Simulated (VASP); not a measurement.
# Sc3Ga2As (P6/mmm) in VASP: a series of runs, part 2 of 2

VASP 6.6.1. Earlier steps stand in the parts before.

## Step 5: Single point, PBE, collinear spin

This run uses another cell than the first one, of 32.26 Å³/atom.

INCAR reads:

```
PREC     = Accurate       # precision mode
ENCUT    = 520            # plane-wave cutoff, eV
EDIFF    = 1E-6           # SCF threshold, eV
ISMEAR   = 0              # smearing method
SIGMA    = 0.1            # smearing width, eV
LREAL    = False          # projectors in reciprocal space
LASPH    = True           # aspherical terms in the spheres
NELM     = 150            # most SCF steps
ALGO     = Normal         # electronic algorithm
ISIF     = 2              # what is computed and relaxed
LWAVE    = False          # write WAVECAR
LCHARG   = False          # write CHGCAR
ISPIN    = 2              # spin polarisation
MAGMOM   = 1 1 1 0 0 0    # initial moments
LORBIT   = 11             # projections on sites
LMAXMIX  = 4              # l up to which the mixer works
GGA      = PE             # functional
NBANDS   = 45             # bands
```

KPOINTS reads:

```
Automatic mesh
0
Gamma
  6 6 2
```

POSCAR reads:

```
Sc3Ga2As
1.0
    4.5124229644      0.0000000000      0.0000000000
   -2.2562114822      3.9078729198      0.0000000000
    0.0000000000      0.0000000000     10.9752229411
Sc Ga As
3 2 1
Direct
    0.0000000000      0.0000000000      0.7291147578
    0.0000000000      0.0000000000      0.2708852422
    0.0000000000      0.0000000000      0.0000000000
    0.3333333333      0.6666666667      0.5000000000
    0.6666666667      0.3333333333      0.5000000000
    0.0000000000      0.0000000000      0.5000000000
```

Potentials or basis: VASP PAW PBE potentials, release 64 (Sc_sv, Ga_d, As).

Started as:

```sh
$ cat potpaw_PBE.64/Sc_sv/POTCAR potpaw_PBE.64/Ga_d/POTCAR potpaw_PBE.64/As/POTCAR > POTCAR
$ mpirun -np 1 vasp_std > vasp.out
```

OUTCAR:

```text
PREC = Accurate
   ENCUT = 520
   EDIFF = 1E-6
   ISMEAR = 0
   LREAL = False
   LASPH = True
   NELM = 150
   ISIF = 2
   ISPIN = 2
   LORBIT = 11
   GGA = PE

 ion  position               nearest neighbor table
   1  0.000  0.000  0.729-   6 2.51   3 2.97
   2  0.000  0.000  0.271-   6 2.51   3 2.97
   3  0.000  0.000  0.000-   1 2.97   2 2.97
   4  0.333  0.667  0.500-   6 2.61   5 2.61   5 2.61   6 2.61   6 2.61   5 2.61
   5  0.667  0.333  0.500-   4 2.61   6 2.61   4 2.61   6 2.61   6 2.61   4 2.61
   6  0.000  0.000  0.500-   1 2.51   2 2.51   4 2.61   5 2.61   5 2.61   4 2.61   5 2.61   4 2.61

  LATTYP: Found a hexagonal cell.
 ALAT       =     4.5124229644
 C/A-ratio  =     2.4322238912

  Lattice vectors:

[... 1540 lines left out ...]
      0.00000      0.00000      8.00220         0.000000     -0.000000      0.012909
      0.00000      0.00000      2.97303         0.000000     -0.000000     -0.012909
      0.00000      0.00000      0.00000         0.000000     -0.000000     -0.000000
     -0.00000      2.60525      5.48761        -0.000000      0.000000     -0.000000
      2.25621      1.30262      5.48761         0.000000     -0.000000      0.000000
      0.00000      0.00000      5.48761         0.000000     -0.000000     -0.000000
 -----------------------------------------------------------------------------------
    total drift:                                0.000000      0.000000     -0.000000

  FREE ENERGIE OF THE ION-ELECTRON SYSTEM (eV)
  ---------------------------------------------------
  free  energy   TOTEN  =       -24.5915989726 eV

  energy  without entropy=      -24.5517216543  energy(sigma->0) =      -24.57166031

 total charge

# of ion       s       p       d       tot
------------------------------------------
    1        2.181   6.059   1.028   9.268
    2        2.181   6.059   1.028   9.268
    3        2.258   6.002   0.968   9.228
    4        0.985   0.694   9.989  11.668
    5        0.985   0.694   9.989  11.668
    6        1.270   1.544   0.093   2.907
--------------------------------------------------
tot          9.860  21.053  23.095  54.008

 magnetization (x)

# of ion       s       p       d       tot
------------------------------------------
    1        0.002   0.005   0.044   0.050
    2        0.002   0.005   0.044   0.050
    3        0.006   0.010   0.345   0.361
    4       -0.001  -0.001  -0.000  -0.002
    5       -0.001  -0.001  -0.000  -0.002
    6        0.002  -0.006   0.000  -0.005
--------------------------------------------------
tot          0.008   0.012   0.432   0.452
```

OSZICAR:

```text
N       E                     dE             d eps       ncg     rms          rms(c)
DAV:   1     0.935359613026E+03    0.93536E+03   -0.27177E+04  2540   0.167E+03
DAV:   2     0.813034046936E+02   -0.85406E+03   -0.82973E+03  2936   0.631E+02
DAV:   3    -0.229933327079E+02   -0.10430E+03   -0.99196E+02  3777   0.225E+02
[... 13 lines left out ...]
DAV:  17    -0.245915462067E+02   -0.74732E-04   -0.60014E-05  3390   0.278E-02    0.163E-02
DAV:  18    -0.245915800901E+02   -0.33883E-04   -0.34104E-05  3107   0.203E-02    0.115E-02
DAV:  19    -0.245915943111E+02   -0.14221E-04   -0.28068E-05  3171   0.211E-02    0.501E-03
DAV:  20    -0.245915971647E+02   -0.28535E-05   -0.57269E-06  2804   0.855E-03    0.343E-03
DAV:  21    -0.245915987318E+02   -0.15671E-05   -0.37381E-06  2668   0.668E-03    0.164E-03
DAV:  22    -0.245915989726E+02   -0.24082E-06   -0.81851E-07  2110   0.482E-03
   1 F= -.24591599E+02 E0= -.24571660E+02  d E =-.398773E-01  mag=     0.6636
```

Wall time 5.4 min (1 thread of AMD EPYC 9R45 (Zen 5), shared host); peak memory 0.47 GiB.

Results:

```yaml
Free_energy: -24.5916 eV
Pressure: 0.1 GPa
Largest_force: 0.013 eV/Å
Net_moment: 0.66 μB per cell
Site_moments: Sc +0.05, +0.36 (each value once); Ga -0.00; As -0.01 μB
Valence_electrons_inside_the_program's_atomic_spheres: Sc 9.27, 9.23 (each value once); Ga 11.67; As 2.91
```

Forces on the atoms (eV/Å):
```
Sc   0.000  0.000  0.013
Sc   0.000  0.000 -0.013
Sc   0.000  0.000  0.000
Ga   0.000  0.000  0.000
Ga   0.000  0.000  0.000
As   0.000  0.000  0.000
```

Caveat: a moment this small can come from the mesh or the smearing.

## Step 6: Summary

```csv
task,spin,cell,cutoff (eV),gap on the mesh (eV),pressure (GPa),largest force (eV/Å)
single point,off,"a = 3.714, b = 3.714, c = 9.535 Å, angles 90.0, 90.0, 120.0°, 6 atoms, atomic positions A",520,none,51.4,1.41
single point,off,"a = 4.512, b = 4.512, c = 10.975 Å, angles 90.0, 90.0, 120.0°, 6 atoms, atomic positions B",520,none,0.0,0.04
relaxation of cell and atoms,off,"relaxed from a = 3.714, b = 3.714, c = 9.535 Å, angles 90.0, 90.0, 120.0°, 6 atoms, atomic positions A",600,none,0.0,0.02
single point,collinear,"a = 4.512, b = 4.512, c = 10.975 Å, angles 90.0, 90.0, 120.0°, 6 atoms, atomic positions B",520,none,0.1,0.01
```

Alike in all rows: level PBE; potentials or basis VASP PAW PBE potentials, release 64 (Sc_sv, Ga_d, As); k mesh 6 × 6 × 2; smearing gaussian 0.1 eV.

Caveats: the stress differs along the axes, from 21 to 67 GPa (at least some runs); forces of over 1 eV/Å act on the atoms, so gaps and moduli don't describe the material at rest (at least some runs); the volume moved by over 15 % at a fixed basis, so the end points are rough (at least some runs); a moment this small can come from the mesh or the smearing (at least some runs).

Total energies depend on the potentials used, so only differences within one code and one set of settings carry meaning.
